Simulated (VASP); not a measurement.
Wanted: the native input for a VASP 6.6.1 run.

* Task: single point
* Functional: PBE
* Potentials or basis: VASP PAW PBE potentials, release 64 (In_d, Se)
* Cutoff: 520 eV
* k mesh: 4 × 4 × 4
* Occupations: gaussian, width 0.2 eV
* Spin: no spin polarisation
* Dipole correction: no
* Further INCAR settings: ALGO = Normal; EDIFF = 1e-07; NBANDS = 27

The structure of InSe lies in POSCAR:

```
InSe
1.0
    5.8791298263     -2.0549041872      0.0681376718
    5.8791298263      2.0549041872      0.0681376718
   -1.6833233609      0.0000000000      4.3858890753
In Se
2 2
Direct
    0.1131987521      0.1131987521      0.9651310488
    0.8868012479      0.8868012479      0.0348689512
    0.3425800535      0.3425800535      0.3509438152
    0.6574199465      0.6574199465      0.6490561848
```

One way to write it, as run:

INCAR

```
PREC = Accurate
ENCUT = 520
EDIFF = 1E-7
ISMEAR = 0
SIGMA = 0.2
LREAL = False
LASPH = True
NELM = 100
ALGO = Normal
ISIF = 2
LWAVE = False
LCHARG = True
GGA = PE
LELF = True
LVHAR = True
NBANDS = 27
```

KPOINTS

```
Automatic mesh
0
Gamma
  4 4 4
```

Potentials or basis: VASP PAW PBE potentials, release 64 (In_d, Se).

The run is started by

```console
$ cat potpaw_PBE.64/In_d/POTCAR potpaw_PBE.64/Se/POTCAR > POTCAR
$ mpirun -np 1 vasp_std > vasp.out
```

Results of the run:

```json
{"Pressure": "2.6 GPa", "Largest force": "0.258 eV/Å", "Band gap on the k mesh": "1.21 eV (least direct gap 1.25 eV)"}
```

Caveat: spin-orbit coupling is left out, which moves the levels of the heavy elements.

Run time: 3 min on 1 thread of AMD EPYC 7R13, with other jobs on the host, peak memory 0.27 GiB.
